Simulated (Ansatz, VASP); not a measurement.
## CuO in VASP and in Ansatz

Contents of INCAR:

```
SYSTEM = CuO
PREC     = Accurate       ! precision mode
ENCUT    = 600            ! plane-wave cutoff, eV
EDIFF    = 1E-7           ! SCF threshold, eV
ISMEAR   = 0              ! smearing method
SIGMA    = 0.1            ! smearing width, eV
LREAL    = .False.        ! projectors in reciprocal space
LASPH    = .True.         ! aspherical terms in the spheres
NELM     = 80             ! most SCF steps
ALGO     = Normal         ! electronic algorithm
ISIF     = 3              ! what is computed and relaxed
LWAVE    = .False.        ! write WAVECAR
LCHARG   = .False.        ! write CHGCAR
GGA      = PE             ! functional
IBRION   = 2              ! ionic algorithm
NSW      = 100            ! ionic steps
EDIFFG   = -0.01          ! ionic threshold
```

Contents of KPOINTS:

```
Automatic mesh
0
Gamma
  22 22 22
  0 0 0
```

The input POSCAR:

```
CuO
1.0
    0.0000000000      2.1165600000      2.1165600000
    2.1165600000      0.0000000000      2.1165600000
    2.1165600000      2.1165600000      0.0000000000
Cu O
1 1
Direct
    0.0000000000      0.0000000000      0.0000000000
    0.5000000000      0.5000000000      0.5000000000
```

Input for Ansatz:

```yaml
crystal:
  lattice:
    - [0.0, 2.11656, 2.11656]
    - [2.11656, 0.0, 2.11656]
    - [2.11656, 2.11656, 0.0]
  atoms:
    - { symbol: Cu, position: [0.0, 0.0, 0.0] }
    - { symbol: O, position: [0.5, 0.5, 0.5] }
basis:
  ecutwfc: 420
kpoints:
  mp_grid: { grid: [22, 22, 22] }
hamiltonian:
  xc: pbe
scf:
  occupations: { method: gaussian, width: 0.1 }
output:
  forces: true
  stress: true
  eigenvalues: true
relax:
  adjacent_minimum: "off"
  f_tol: 0.01
  max_steps: 80
  cell: { stress_tol: 0.05 }
```

Alike in both runs: task relaxation of cell and atoms; functional PBE; k mesh 22 × 22 × 22; occupations gaussian, width 0.1 eV; no spin polarisation.

|  | VASP | Ansatz |
| --- | --- | --- |
| version | VASP 6.6.1 | Ansatz 0.2.0 |
| potentials or method | VASP PAW PBE potentials, release 64 (Cu, O), cutoff 600 eV | scalar-relativistic, plane waves, PAW |
| valence electrons in the cell | 17 | 25 |

Ansatz gave:

* gap on the k mesh at the Fermi level, each at its own relaxed structure (eV): none
* relaxed volume (Å³/atom): 9.56
* relaxed cell length with the largest relative difference (Å): 3.001

Problem. Estimate VASP's values.

Solution. gap on the k mesh at the Fermi level, each at its own relaxed structure (eV): none; relaxed volume (Å³/atom): 9.56; relaxed cell length with the largest relative difference (Å): 3.002.

A gap of «none» marks a metal or a gap that the smearing closes. VASP's potentials hold 17 valence electrons a cell and Ansatz's 25, so a difference there can come from the potentials and not from the codes.
